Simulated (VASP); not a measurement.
# MgS (P4_12_12) in VASP: notebook, part 2 of 2

VASP 6.6.1. The steps go on from the part before.

### Step 3. Single point, PBE (volume scaled by 0.91, then relaxed in part)

The input, INCAR:

```
SYSTEM = MgS
PREC = Accurate ; ENCUT = 520
EDIFF = 1E-7 ; ISMEAR = 0
SIGMA = 0.02 ; LREAL = .FALSE.
LASPH = .TRUE. ; NELM = 60
ALGO = Normal ; ISIF = 2
LWAVE = .FALSE. ; LCHARG = .FALSE.
GGA = PE ; NBANDS = 26
```

The input, KPOINTS:

```
regular mesh
0
G
  4 4 6
  0 0 0
```

The input, POSCAR:

```
MgS
1.0
    6.7318684595      0.0000000000      0.0000000000
    0.0000000000      6.7318684595      0.0000000000
    0.0000000000      0.0000000000      3.6002709032
Mg S
4 4
Direct
    0.6630499933      0.6630499933      0.5000000000
    0.1630499933      0.8369500067      0.2500000000
    0.3369500067      0.3369500067      0.0000000000
    0.8369500067      0.1630499933      0.7500000000
    0.8301744783      0.8301744783      0.0000000000
    0.3301744783      0.6698255217      0.7500000000
    0.1698255217      0.1698255217      0.5000000000
    0.6698255217      0.3301744783      0.2500000000
```

Potentials or basis: VASP PAW PBE potentials, release 64 (Mg, S).

The run is started by

```console
cat potpaw_PBE.64/Mg/POTCAR potpaw_PBE.64/S/POTCAR > POTCAR
mpirun -np 1 vasp_std > vasp.out
```

OUTCAR:

```text
SYSTEM = MgS
   PREC = Accurate
   ENCUT = 520
   EDIFF = 1E-7
   ISMEAR = 0
   LREAL = .FALSE.
   LASPH = .TRUE.
   NELM = 60
   ISIF = 2
   GGA = PE

 ion  position               nearest neighbor table
   1  0.663  0.663  0.500-   5 2.40   5 2.40   8 2.42   6 2.42   3 3.59   3 3.59
   2  0.163  0.837  0.250-   6 2.40   6 2.40   7 2.42   5 2.42   4 3.59   4 3.59
   3  0.337  0.337  0.000-   7 2.40   7 2.40   8 2.42   6 2.42   1 3.59   1 3.59
   4  0.837  0.163  0.750-   8 2.40   8 2.40   5 2.42   7 2.42   2 3.59   2 3.59
   5  0.830  0.830  0.000-   1 2.40   1 2.40   4 2.42   2 2.42
   6  0.330  0.670  0.750-   2 2.40   2 2.40   3 2.42   1 2.42
   7  0.170  0.170  0.500-   3 2.40   3 2.40   4 2.42   2 2.42
   8  0.670  0.330  0.250-   4 2.40   4 2.40   1 2.42   3 2.42

  LATTYP: Found a simple tetragonal cell.
 ALAT       =     6.7318684595
 C/A-ratio  =     0.5348100494

  Lattice vectors:

 A1 = (   6.7318684595,   0.0000000000,   0.0000000000)
 A2 = (   0.0000000000,   6.7318684595,   0.0000000000)
 A3 = (   0.0000000000,   0.0000000000,   3.6002709032)

Analysis of symmetry for initial positions (statically):
[... 193 lines left out ...]
 k-point     1 :       0.0000    0.0000    0.0000
  band No.  band energies     occupation
      1      -9.8762      2.00000
      2      -8.9349      2.00000
      3      -8.9349      2.00000
      4      -8.8388      2.00000
      5      -2.0703      2.00000
      6      -0.7933      2.00000
[... 685 lines left out ...]
     25      10.3601      0.00000
     26      10.3601      0.00000

------------------------ aborting loop because EDIFF is reached ----------------------------------------

  FORCE on cell =-STRESS in cart. coord.  units (eV):
  Direction    XX          YY          ZZ          XY          YZ          ZX
  --------------------------------------------------------------------------------------
  -------------------------------------------------------------------------------------
  Total        6.3637006      6.3637006      6.3544408      0.0000000      0.0000000      0.0000000
  in kB       62.4904854     62.4904854     62.3995554      0.0000000      0.0000000      0.0000000
  external PRESSURE =      62.4601754 kB  Pullay stress =       0.0000000 kB

 VOLUME and BASIS-vectors are now :
 -----------------------------------------------------------------------------
  energy-cutoff  :      520.00
  volume of cell :      163.16
      direct lattice vectors                 reciprocal lattice vectors
     6.731868460  0.000000000  0.000000000     0.148547169  0.000000000  0.000000000
     0.000000000  6.731868460  0.000000000     0.000000000  0.148547169  0.000000000
     0.000000000  0.000000000  3.600270903     0.000000000  0.000000000  0.277756876

 POSITION                                       TOTAL-FORCE (eV/Angst)
 -----------------------------------------------------------------------------------
      4.46357      4.46357      1.80014        -0.004260     -0.004260     -0.000000
      1.09763      5.63424      0.90007        -0.004260      0.004260     -0.000000
      2.26830      2.26830      0.00000         0.004260      0.004260     -0.000000
      5.63424      1.09763      2.70020         0.004260     -0.004260     -0.000000
      5.58863      5.58863      0.00000         0.008127      0.008127     -0.000000
      2.22269      4.50918      2.70020         0.008127     -0.008127      0.000000
      1.14324      1.14324      1.80014        -0.008127     -0.008127     -0.000000
      4.50918      2.22269      0.90007        -0.008127      0.008127     -0.000000
 -----------------------------------------------------------------------------------
    total drift:                               -0.000000      0.000000      0.000000

  FREE ENERGIE OF THE ION-ELECTRON SYSTEM (eV)
  ---------------------------------------------------
  free  energy   TOTEN  =       -32.6587211403 eV

  energy  without entropy=      -32.6587211403  energy(sigma->0) =      -32.65872114
```

stdout:

```text
POSCAR found type information on POSCAR MgS
 POSCAR found :  2 types and       8 ions
 scaLAPACK will be used
 LDA part: xc-table for (Slater+PW92), standard interpolation
 POSCAR, INCAR and KPOINTS ok, starting setup
 FFT: planning ... GRIDC
 FFT: planning ... GRID_SOFT
 FFT: planning ... GRID
 WAVECAR not read
 entering main loop
```

Wall time 70 s (1 thread of Intel Xeon Platinum 8559C (Emerald Rapids), shared host); peak memory 0.28 GiB.

What came out:

| Item | Value |
| --- | --- |
| Free energy | -32.6587 eV |
| Pressure | 6.2 GPa |
| Largest force | 0.011 eV/Å |
| Band gap on the k mesh | 3.28 eV, indirect (least direct gap 3.29 eV) |

Forces on the atoms (eV/Å):
```
Mg  -0.004 -0.004  0.000
Mg  -0.004  0.004  0.000
Mg   0.004  0.004  0.000
Mg   0.004 -0.004  0.000
S    0.008  0.008  0.000
S    0.008 -0.008  0.000
S   -0.008 -0.008  0.000
S   -0.008  0.008  0.000
```

Caveat: the cell differs from its parent crystal (volume scaled by 0.91, then relaxed in part). A k mesh can miss the band edges.

### Step 4. Single point, PBE (volume scaled by 0.94, then relaxed in part)

The input, INCAR:

```
PREC = Accurate ; ENCUT = 520
EDIFF = 1E-6 ; ISMEAR = 0
SIGMA = 0.02 ; LREAL = False
LASPH = True ; NELM = 100
ALGO = Normal ; ISIF = 2
LWAVE = False ; LCHARG = False
GGA = PE ; NBANDS = 26
```

The input, KPOINTS:

```
regular mesh
0
Gamma
  4 4 6
```

The input, POSCAR:

```
MgS
1.0
    6.8120695826      0.0000000000      0.0000000000
    0.0000000000      6.8120695826      0.0000000000
    0.0000000000      0.0000000000      3.6319071189
Mg S
4 4
Direct
    0.6635180642      0.6635180642      0.5000000000
    0.1635180642      0.8364819358      0.2500000000
    0.3364819358      0.3364819358      0.0000000000
    0.8364819358      0.1635180642      0.7500000000
    0.8308032016      0.8308032016      0.0000000000
    0.3308032016      0.6691967984      0.7500000000
    0.1691967984      0.1691967984      0.5000000000
    0.6691967984      0.3308032016      0.2500000000
```

The run is started by

```console
cat potpaw_PBE.64/Mg/POTCAR potpaw_PBE.64/S/POTCAR > POTCAR
mpirun -np 1 vasp_std > vasp.out
```

Wall time 69 s (1 thread of Intel Xeon Platinum 8559C (Emerald Rapids), shared host); peak memory 0.3 GiB.

It converged, with:

```yaml
Free_energy: -32.8269 eV
Pressure: 3.8 GPa
Largest_force: 0.007 eV/Å
Band_gap_on_the_k_mesh: 3.13 eV, indirect (the least direct gap lies 3.0 meV higher)
```

Forces on the atoms (eV/Å):
```
Mg  -0.005 -0.005  0.000
Mg  -0.005  0.005  0.000
Mg   0.005  0.005  0.000
Mg   0.005 -0.005  0.000
S    0.003  0.003  0.000
S    0.003 -0.003  0.000
S   -0.003 -0.003  0.000
S   -0.003  0.003  0.000
```

Levels at points of the mesh, in eV from the valence-band top:
```csv
k point,band 14,band 15,band 16,band 17,band 18,band 19
"(0.00, 0.00, 0.00)",-0.17,-0.16,0.00,3.13,5.05,5.05
"(0.50, 0.00, 0.00)",-0.39,-0.14,-0.14,4.48,4.48,5.06
"(0.50, 0.50, 0.00)",-0.24,-0.13,-0.13,4.33,4.33,4.96
"(0.00, 0.00, 0.50)",-0.94,-0.65,-0.65,3.57,3.57,5.13
"(0.50, 0.00, 0.50)",-0.93,-0.42,-0.42,4.18,4.18,4.78
"(0.50, 0.50, 0.50)",-0.83,-0.83,-0.83,4.41,4.41,4.41
```

Caveat: the cell differs from its parent crystal (volume scaled by 0.94, then relaxed in part).

### Step 5. Single point, PBE (volume scaled by 0.97, then relaxed in part)

The input, INCAR:

```
SYSTEM = MgS
  PREC = Accurate
  ENCUT = 520
  EDIFF = 1E-6
  ISMEAR = 0
  SIGMA = 0.02
  LREAL = .FALSE.
  LASPH = .TRUE.
  NELM = 100
  ALGO = Normal
  ISIF = 2
  LWAVE = .FALSE.
  LCHARG = .TRUE.
  GGA = PE
  LELF = .TRUE.
  LVHAR = .TRUE.
  NBANDS = 26
```

The input, KPOINTS:

```
regular mesh
0
G
  4 4 6
  0 0 0
```

The input, POSCAR:

```
MgS
1.0
    6.8902592936      0.0000000000      0.0000000000
    0.0000000000      6.8902592936      0.0000000000
    0.0000000000      0.0000000000      3.6632422037
Mg S
4 4
Direct
    0.6635180082      0.6635180082      0.5000000000
    0.1635180082      0.8364819918      0.2500000000
    0.3364819918      0.3364819918      0.0000000000
    0.8364819918      0.1635180082      0.7500000000
    0.8309268592      0.8309268592      0.0000000000
    0.3309268592      0.6690731408      0.7500000000
    0.1690731408      0.1690731408      0.5000000000
    0.6690731408      0.3309268592      0.2500000000
```

Potentials or basis: VASP PAW PBE potentials, release 64 (Mg, S).

The run is started by

```console
cat potpaw_PBE.64/Mg/POTCAR potpaw_PBE.64/S/POTCAR > POTCAR
mpirun -np 1 vasp_std > vasp.out
```

OUTCAR:

```text
SYSTEM = MgS
   PREC = Accurate
   ENCUT = 520
   EDIFF = 1E-6
   ISMEAR = 0
   LREAL = .FALSE.
   LASPH = .TRUE.
   NELM = 100
   ISIF = 2
   GGA = PE

 ion  position               nearest neighbor table
   1  0.664  0.664  0.500-   5 2.45   5 2.45   8 2.47   6 2.47
   2  0.164  0.836  0.250-   6 2.45   6 2.45   7 2.47   5 2.47
   3  0.336  0.336  0.000-   7 2.45   7 2.45   8 2.47   6 2.47
   4  0.836  0.164  0.750-   8 2.45   8 2.45   5 2.47   7 2.47
   5  0.831  0.831  0.000-   1 2.45   1 2.45   4 2.47   2 2.47
   6  0.331  0.669  0.750-   2 2.45   2 2.45   3 2.47   1 2.47
   7  0.169  0.169  0.500-   3 2.45   3 2.45   4 2.47   2 2.47
[... 909 lines left out ...]
  Total        1.8000488      1.8000488      1.7712713      0.0000000      0.0000000      0.0000000
  in kB       16.5828091     16.5828091     16.3176985      0.0000000      0.0000000      0.0000000
  external PRESSURE =      16.4944389 kB  Pullay stress =       0.0000000 kB

 VOLUME and BASIS-vectors are now :
 -----------------------------------------------------------------------------
  energy-cutoff  :      520.00
  volume of cell :      173.91
      direct lattice vectors                 reciprocal lattice vectors
     6.890259294  0.000000000  0.000000000     0.145132419  0.000000000  0.000000000
     0.000000000  6.890259294  0.000000000     0.000000000  0.145132419  0.000000000
     0.000000000  0.000000000  3.663242204     0.000000000  0.000000000  0.272982223

 POSITION                                       TOTAL-FORCE (eV/Angst)
 -----------------------------------------------------------------------------------
      4.57181      4.57181      1.83162        -0.001252     -0.001252     -0.000000
      1.12668      5.76358      0.91581        -0.001252      0.001252     -0.000000
      2.31845      2.31845      0.00000         0.001252      0.001252     -0.000000
      5.76358      1.12668      2.74743         0.001252     -0.001252     -0.000000
      5.72530      5.72530      0.00000         0.009532      0.009532     -0.000000
      2.28017      4.61009      2.74743         0.009532     -0.009532      0.000000
      1.16496      1.16496      1.83162        -0.009532     -0.009532     -0.000000
      4.61009      2.28017      0.91581        -0.009532      0.009532      0.000000
 -----------------------------------------------------------------------------------
    total drift:                               -0.000000      0.000000     -0.000000

  FREE ENERGIE OF THE ION-ELECTRON SYSTEM (eV)
  ---------------------------------------------------
  free  energy   TOTEN  =       -32.9180164555 eV

  energy  without entropy=      -32.9180164555  energy(sigma->0) =      -32.91801646
```

OSZICAR:

```text
N       E                     dE             d eps       ncg     rms          rms(c)
DAV:   1     0.141475010937E+03    0.14148E+03   -0.12097E+04  1248   0.100E+03
DAV:   2    -0.203720937320E+02   -0.16185E+03   -0.15216E+03  1720   0.165E+02
DAV:   3    -0.348832887385E+02   -0.14511E+02   -0.14431E+02  1652   0.530E+01
DAV:   4    -0.351215867078E+02   -0.23830E+00   -0.23804E+00  1598   0.824E+00
DAV:   5    -0.351267405032E+02   -0.51538E-02   -0.51525E-02  1638   0.126E+00    0.854E+00
DAV:   6    -0.330827468484E+02    0.20440E+01   -0.37544E+00  1336   0.695E+00    0.674E+00
DAV:   7    -0.328965756355E+02    0.18617E+00   -0.86792E-01  1556   0.341E+00    0.468E+00
DAV:   8    -0.329191796861E+02   -0.22604E-01   -0.67813E-02  1434   0.143E+00    0.185E+00
DAV:   9    -0.329161292864E+02    0.30504E-02   -0.54951E-03  1586   0.383E-01    0.381E-01
DAV:  10    -0.329178850686E+02   -0.17558E-02   -0.29120E-03  1384   0.224E-01    0.724E-02
DAV:  11    -0.329179885943E+02   -0.10353E-03   -0.15301E-04  1578   0.561E-02    0.576E-02
DAV:  12    -0.329180105668E+02   -0.21973E-04   -0.57614E-05  1360   0.316E-02    0.268E-02
DAV:  13    -0.329180166303E+02   -0.60635E-05   -0.13586E-05  1556   0.149E-02    0.190E-03
DAV:  14    -0.329180164555E+02    0.17482E-06   -0.27005E-07  1122   0.260E-03
   1 F= -.32918016E+02 E0= -.32918016E+02  d E =-.358440E-16
```

It took 70 s on 1 thread of Intel Xeon Platinum 8559C (Emerald Rapids), shared host; peak memory 0.3 GiB.

Results:

| Quantity | Value |
| --- | --- |
| Free energy | -32.9180 eV |
| Pressure | 1.6 GPa |
| Largest force | 0.013 eV/Å |
| Band gap on the k mesh | 2.99 eV, direct |

Forces on the atoms (eV/Å):
```
Mg  -0.001 -0.001  0.000
Mg  -0.001  0.001  0.000
Mg   0.001  0.001  0.000
Mg   0.001 -0.001  0.000
S    0.010  0.010  0.000
S    0.010 -0.010  0.000
S   -0.010 -0.010  0.000
S   -0.010  0.010  0.000
```

Levels at points of the mesh, in eV from the valence-band top:
| k point | band 14 | band 15 | band 16 | band 17 | band 18 | band 19 |
| --- | --- | --- | --- | --- | --- | --- |
| (0.00, 0.00, 0.00) | -0.17 | -0.15 | 0.00 | 2.99 | 4.98 | 4.98 |
| (0.50, 0.00, 0.00) | -0.36 | -0.13 | -0.13 | 4.40 | 4.40 | 4.94 |
| (0.50, 0.50, 0.00) | -0.23 | -0.12 | -0.12 | 4.33 | 4.33 | 4.83 |
| (0.00, 0.00, 0.50) | -0.91 | -0.65 | -0.65 | 3.60 | 3.60 | 5.00 |
| (0.50, 0.00, 0.50) | -0.89 | -0.42 | -0.42 | 4.16 | 4.16 | 4.71 |
| (0.50, 0.50, 0.50) | -0.80 | -0.80 | -0.80 | 4.37 | 4.37 | 4.37 |

Caveat: the cell differs from its parent crystal (volume scaled by 0.97, then relaxed in part).

### Step 6. Single point, PBE

This run uses another cell than the first one, of 22.41 Å³/atom, 1.136 times its volume.

The input, INCAR:

```
PREC = Accurate ; ENCUT = 520
EDIFF = 1E-6 ; ISMEAR = 0
SIGMA = 0.1 ; LREAL = F
LASPH = T ; NELM = 80
ALGO = Normal ; ISIF = 2
LWAVE = F ; LCHARG = F
GGA = PE ; NBANDS = 26
```

The input, KPOINTS:

```
regular mesh
0
Gamma
  4 4 6
```

The input, POSCAR:

```
MgS
1.0
    6.9682964256      0.0000000000      0.0000000000
    0.0000000000      6.9682964256      0.0000000000
    0.0000000000      0.0000000000      3.6924760682
Mg S
4 4
Direct
    0.6644464098      0.6644464098      0.5000000000
    0.1644464098      0.8355535902      0.2500000000
    0.3355535902      0.3355535902      0.0000000000
    0.8355535902      0.1644464098      0.7500000000
    0.8314915043      0.8314915043      0.0000000000
    0.3314915043      0.6685084957      0.7500000000
    0.1685084957      0.1685084957      0.5000000000
    0.6685084957      0.3314915043      0.2500000000
```

Potentials or basis: VASP PAW PBE potentials, release 64 (Mg, S).

The run is started by

```console
cat potpaw_PBE.64/Mg/POTCAR potpaw_PBE.64/S/POTCAR > POTCAR
mpirun -np 1 vasp_std > vasp.out
```

Wall time 69 s (1 thread of Intel Xeon Platinum 8559C (Emerald Rapids), shared host); peak memory 0.31 GiB.

Results (log left out):

```
Free energy            : -32.9428 eV
Pressure               : -0.2 GPa
Largest force          : 0.034 eV/Å
Band gap on the k mesh : 2.84 eV, direct
```

Forces in eV/Å, atoms in the order of the input:
```
Mg  -0.024 -0.024  0.000
Mg  -0.024  0.024  0.000
Mg   0.024  0.024  0.000
Mg   0.024 -0.024  0.000
S    0.021  0.021  0.000
S    0.021 -0.021  0.000
S   -0.021 -0.021  0.000
S   -0.021  0.021  0.000
```

Stress tensor (GPa, compression positive):
```
-0.19  0.00  0.00
 0.00 -0.19  0.00
 0.00  0.00 -0.09
```

Levels at points of the mesh, in eV from the valence-band top:
| k point | band 13 | band 14 | band 15 | band 16 | band 17 | band 18 | band 19 | band 20 |
| --- | --- | --- | --- | --- | --- | --- | --- | --- |
| (0.00, 0.00, 0.00) | -0.17 | -0.17 | -0.14 | 0.00 | 2.84 | 4.90 | 4.90 | 5.86 |
| (0.50, 0.00, 0.00) | -0.35 | -0.35 | -0.12 | -0.12 | 4.30 | 4.30 | 4.85 | 4.85 |
| (0.50, 0.50, 0.00) | -0.22 | -0.22 | -0.11 | -0.11 | 4.31 | 4.31 | 4.70 | 4.70 |
| (0.00, 0.00, 0.50) | -0.88 | -0.88 | -0.64 | -0.64 | 3.61 | 3.61 | 4.89 | 4.89 |
| (0.50, 0.00, 0.50) | -0.86 | -0.86 | -0.41 | -0.41 | 4.12 | 4.12 | 4.67 | 4.67 |
| (0.50, 0.50, 0.50) | -0.78 | -0.78 | -0.78 | -0.78 | 4.32 | 4.32 | 4.32 | 4.32 |

### Step 7. Summary

```tsv
cell	smearing	gap on the mesh (eV)	pressure (GPa)	largest force (eV/Å)
a = 6.649, b = 6.649, c = 3.569 Å, 8 atoms	gaussian 0.02 eV	3.43	9.1	0.01
a = 6.732, b = 6.732, c = 3.600 Å, 8 atoms	gaussian 0.02 eV	3.28	6.2	0.01
a = 6.812, b = 6.812, c = 3.632 Å, 8 atoms	gaussian 0.02 eV	3.13	3.8	0.01
a = 6.890, b = 6.890, c = 3.663 Å, 8 atoms	gaussian 0.02 eV	2.99	1.6	0.01
a = 6.968, b = 6.968, c = 3.692 Å, 8 atoms	gaussian 0.1 eV	2.84	-0.2	0.03
```

Alike in all rows: task single point; level PBE; potentials or basis VASP PAW PBE potentials, release 64 (Mg, S); no spin polarisation; k mesh 4 × 4 × 6; cutoff (eV) 520.

Absolute energies hang on the potentials; compare differences alone.
